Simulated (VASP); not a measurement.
Runs of VASP 6.6.1 on MgH2. The structure is that of space group P-3m1 (No. 164), or close to it. The cells are those of the table. 

| task | cell | k mesh | cutoff (eV) | smearing | gap on the mesh (eV) | pressure (GPa) |
| --- | --- | --- | --- | --- | --- | --- |
| relaxation of cell and atoms | relaxed from a = 2.756, b = 2.756, c = 4.510 Å, angles 90.0, 90.0, 120.0°, 3 atoms | 6 × 6 × 3 | 600 | gaussian 0.15 eV | 4.09 | 0.7 |
| single point | a = 3.014, b = 3.014, c = 4.607 Å, angles 90.0, 90.0, 120.0°, 3 atoms | 6 × 6 × 4 | 600 | gaussian 0.1 eV | 4.38 | 0.2 |
| single point | a = 3.014, b = 3.014, c = 4.607 Å, angles 90.0, 90.0, 120.0°, 3 atoms | 6 × 6 × 3 | 520 | gaussian 0.15 eV | 4.46 | 0.2 |
| single point | a = 3.019, b = 3.019, c = 5.233 Å, angles 90.0, 90.0, 120.0°, 3 atoms | 12 × 12 × 6 | 520 | gaussian 0.02 eV | (a) | -0.2 |
| relaxation of cell and atoms | relaxed from a = 3.014, b = 3.014, c = 4.607 Å, angles 90.0, 90.0, 120.0°, 3 atoms | 12 × 12 × 6 | 600 | gaussian 0.02 eV | (b) | 0.0 |

Alike in all rows: level PBE; potentials or basis VASP PAW PBE potentials, release 64 (Mg, H); no spin polarisation.

Q: Fill in the values left out.

A: (a) 4.58; (b) 4.51.

Caveats: some runs use coarse meshes.

A k mesh can miss the band edges.
